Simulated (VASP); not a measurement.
Wanted: the native input for a VASP 6.6.1 run.

* Task: single point
* Functional: PBE
* Potentials or basis: VASP PAW PBE potentials, release 64 (Pb_d, Te)
* Cutoff: 500 eV
* k mesh: 6 × 6 × 2
* Occupations: gaussian, width 0.01 eV
* Spin: no spin polarisation
* Dipole correction: no
* Further INCAR settings: ALGO = Normal; EDIFF = 1e-06; NBANDS = 28

The structure of TePb lies in POSCAR:

```
TePb
1.0
    5.4983762625      0.0000000000      0.0000000000
   -2.7491881313      4.7617335229      0.0000000000
    0.0000000000      0.0000000000      6.5752494756
Pb Te
2 2
Direct
    0.3333333333      0.6666666667      0.2500000000
    0.6666666667      0.3333333333      0.7500000000
    0.6666666667      0.3333333333      0.2500000000
    0.3333333333      0.6666666667      0.7500000000
```

One way to write it, as run:

INCAR

```
SYSTEM = TePb
PREC = Accurate ; ENCUT = 500
EDIFF = 1E-6 ; ISMEAR = 0
SIGMA = 0.01 ; LREAL = .False.
LASPH = .True. ; NELM = 120
ALGO = Normal ; ISIF = 2
LWAVE = .False. ; LCHARG = .False.
GGA = PE ; NBANDS = 28
GGA_COMPAT = .False.
```

KPOINTS

```
regular mesh
0
Gamma
  6 6 2
  0 0 0
```

Potentials or basis: VASP PAW PBE potentials, release 64 (Pb_d, Te).

Launch:

```console
$ cat potpaw_PBE.64/Pb_d/POTCAR potpaw_PBE.64/Te/POTCAR > POTCAR
$ mpirun -np 1 vasp_std > vasp.out
```

It gave:

```json
{
  "Pressure": "1.0 GPa",
  "Band gap on the k mesh": "1.10 eV, direct"
}
```

Caveat: the k points lie up to 0.48 Å⁻¹ apart; spin-orbit coupling is left out, which moves the levels of the heavy elements.

Wall time 43 s on 1 thread of Intel(R) Xeon(R) Platinum 8375C CPU @ 2.90GHz (Ice Lake), on a shared host, peak memory 0.28 GiB.
